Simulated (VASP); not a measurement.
# CaO: single point with PBEsol

The system is CaO.

```
CELL_PARAMETERS angstrom
0.00000 2.35225 2.35225
2.35225 0.00000 2.35225
2.35225 2.35225 0.00000
ATOMIC_POSITIONS crystal
Ca 0.00000 0.00000 0.00000
O 0.50000 0.50000 0.50000
```

```yaml
Program: VASP 6.6.1
Task: single point
Functional: PBEsol
Potentials_or_basis: VASP PAW PBE potentials, release 64 (Ca_sv, O)
Cutoff: 520 eV
k_mesh: 8 × 8 × 8
Occupations: gaussian, width 0.01 eV
Spin: no spin polarisation
```

```yaml
Pressure: 5.7 GPa
Band_gap_on_the_k_mesh: 3.49 eV (least direct gap 3.85 eV)
```

Levels at points of the mesh, in eV from the valence-band top:
| k point | band 6 | band 7 | band 8 | band 9 | band 10 | band 11 |
| --- | --- | --- | --- | --- | --- | --- |
| (0.00, 0.00, 0.00) | 0.00 | 0.00 | 0.00 | 5.10 | 6.34 | 6.34 |
| (0.50, 0.00, 0.00) | -2.85 | -1.36 | -1.36 | 7.32 | 8.72 | 8.72 |
| (0.50, 0.50, 0.00) | -1.28 | -0.36 | -0.36 | 3.49 | 8.53 | 9.29 |

Wall time 20 s on 1 thread of Intel Xeon 8259CL, on a shared host, peak memory 0.16 GiB.

Caveat: the cell stands under pressure; the PAW data sets were made with another functional, which shifts forces and pressure a little. A k mesh can miss the band edges.
